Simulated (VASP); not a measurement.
Crystal: AlCo.

```xyz
2
Lattice="2.6288 0.0387 -0.0484 0.0387 3.0139 -0.0745 -0.0484 -0.0745 2.9130" Properties=species:S:1:pos:R:3 pbc="T T T"
Al   -0.0005    0.0048   -0.0072
Co    1.3101    1.4843    1.4022
```

| Item | Value |
| --- | --- |
| Program | VASP 6.6.1 |
| Task | relaxation of cell and atoms |
| Functional | PBE |
| Potentials or basis | VASP PAW PBE potentials, release 64 (Al, Co) |
| Cutoff | 600 eV |
| k mesh | 12 × 12 × 12 |
| Occupations | gaussian, width 0.15 eV |
| Spin | no spin polarisation |

At the start: pressure 3.8 GPa; volume 11.53 Å³/atom.

Task: Where does the relaxation end?

Result: Over 13 steps the energy falls by 93.2 meV/atom and the volume is 11.59 Å³/atom (+0.5 %); space group P-1 (No. 2, to 0.1 Å) before, Pm-3m (No. 221, to 0.1 Å).

The path:
```
step  energy change (eV)  largest force (eV/Å)  pressure (GPa)  volume (Å³)
   1              0.0000                0.1016            3.81        23.05
   2             -0.1619                0.0481           -4.82        23.90
   3             -0.1628                0.0445           -5.20        23.95
   4             -0.1775                0.0122            3.64        22.75
   5             -0.1817                0.0231            0.60        23.12
   6             -0.1855                0.0033            0.41        23.14
   7             -0.1862                0.0117            0.22        23.16
   8             -0.1862                0.0100            0.23        23.15
   9             -0.1864                0.0034           -0.21        23.22
  10             -0.1864                0.0047           -0.21        23.21
  11             -0.1864                0.0048           -0.16        23.21
  12             -0.1864                0.0045           -0.16        23.21
  13             -0.1865                0.0005            0.09        23.17
```

Final structure:
```
Al Co
1.0
     2.85142    0.00043    0.00028
    -0.00001    2.85094    0.00195
    -0.00078   -0.00092    2.85053
Al Co
1 1
Direct
  0.00000 0.99999 0.00001
  0.50000 0.50001 0.49999
```

Caveat: the run has no spin polarisation, though such a crystal can be magnetic.
